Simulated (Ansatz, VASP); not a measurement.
## Ti in VASP and in Ansatz

```
Ti
1.0
     0.00000    2.03000    1.98940
     2.03000    0.00000    1.98940
     2.03000    2.03000    0.00000
Ti
1
Direct
  0.00000 0.00000 0.00000
```

Alike in both runs: functional PBEsol; k mesh 9 × 9 × 9; occupations fermi-dirac, width 0.05 eV; no spin polarisation.

|  | VASP | Ansatz |
| --- | --- | --- |
| version | VASP 6.6.1 | Ansatz 0.2.0 |
| potentials or method | VASP PAW PBE potentials, release 64 (Ti_sv) | Ansatz PAW |
| plane-wave cutoff (eV) | 520 | 420 |
| valence electrons in the cell | 12 | 12 |
| task | single point | band structure |

Ansatz gave:

```
gap on the k mesh at the Fermi level (eV)                     : none
pressure (GPa)                                                : 2.4
traceless stress, the component that is largest in VASP (GPa) : 0.12
```

Problem. Estimate VASP's values.

Solution. gap on the k mesh at the Fermi level (eV): none; pressure (GPa): 2.1; traceless stress, the component that is largest in VASP (GPa): 0.12.

VASP's potentials were made for PBE, not for PBEsol. A gap of «none» marks a metal or a gap that the smearing closes.
